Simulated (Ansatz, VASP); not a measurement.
# One calculation of CaMg, two programs

Contents of INCAR:

```
PREC     = Accurate       # precision mode
ENCUT    = 520            # plane-wave cutoff, eV
EDIFF    = 1E-6           # SCF threshold, eV
ISMEAR   = 0              # smearing method
SIGMA    = 0.15           # smearing width, eV
LREAL    = False          # projectors in reciprocal space
LASPH    = True           # aspherical terms in the spheres
NELM     = 100            # most SCF steps
ALGO     = Fast           # electronic algorithm
ISIF     = 2              # what is computed and relaxed
LWAVE    = False          # write WAVECAR
LCHARG   = False          # write CHGCAR
NBANDS   = 13             # bands
```

File KPOINTS:

```
regular mesh
0
Gamma
  12 12 12
```

POSCAR

```
CaMg
1.0
    3.8582716525      0.0000000000      0.0000000000
    0.0000000000      3.8582716525      0.0000000000
    0.0000000000      0.0000000000      3.8582716525
Ca Mg
1 1
Direct
    0.0042752911      0.0000000000      0.0000000000
    0.4929502113      0.5000000000      0.5000000000
```

Input for Ansatz:

```yaml
crystal:
  lattice:
    - [3.8582716525, 0.0, 0.0]
    - [0.0, 3.8582716525, 0.0]
    - [0.0, 0.0, 3.8582716525]
  atoms:
    - { symbol: Ca, position: [0.0042752911, 0.0, 0.0] }
    - { symbol: Mg, position: [0.4929502113, 0.5, 0.5] }
basis:
  ecutwfc: 520.0
kpoints:
  mp_grid: { grid: [12, 12, 12] }
hamiltonian:
  xc: lda
scf:
  occupations: { method: gaussian, width: 0.15 }
output:
  forces: true
  stress: true
  eigenvalues: true
```

Change from the starting cell: mode 4 frozen in at -0.027 Å, equal normal strain along x, y and z +0.0000.

Alike in both runs: task single point; functional LDA; k mesh 12 × 12 × 12; occupations gaussian, width 0.15 eV; no spin polarisation.

|  | VASP | Ansatz |
| --- | --- | --- |
| version | VASP 6.6.1 | Ansatz 0.2.0 |
| potentials or method | VASP PAW LDA potentials, release 64 (Ca_sv, Mg), cutoff 520 eV | scalar-relativistic, plane waves, PAW |
| valence electrons in the cell | 12 | 20 |

```tsv
	VASP	Ansatz	Ansatz less VASP
gap on the k mesh at the Fermi level (eV)	none	none	-
pressure (GPa)	-0.1	0.0	+0.13
rms of the force components (eV/Å)	0.064	0.063	-0.0012
```

LDA's correlation is that of Perdew and Zunger in VASP and of Perdew and Wang (1992) in Ansatz. Atom by atom the forces differ by 0.001 eV/Å (rms over components). A gap of «none» marks a metal or a gap that the smearing closes. VASP's potentials hold 12 valence electrons a cell and Ansatz's 20, so a difference there can come from the potentials and not from the codes.
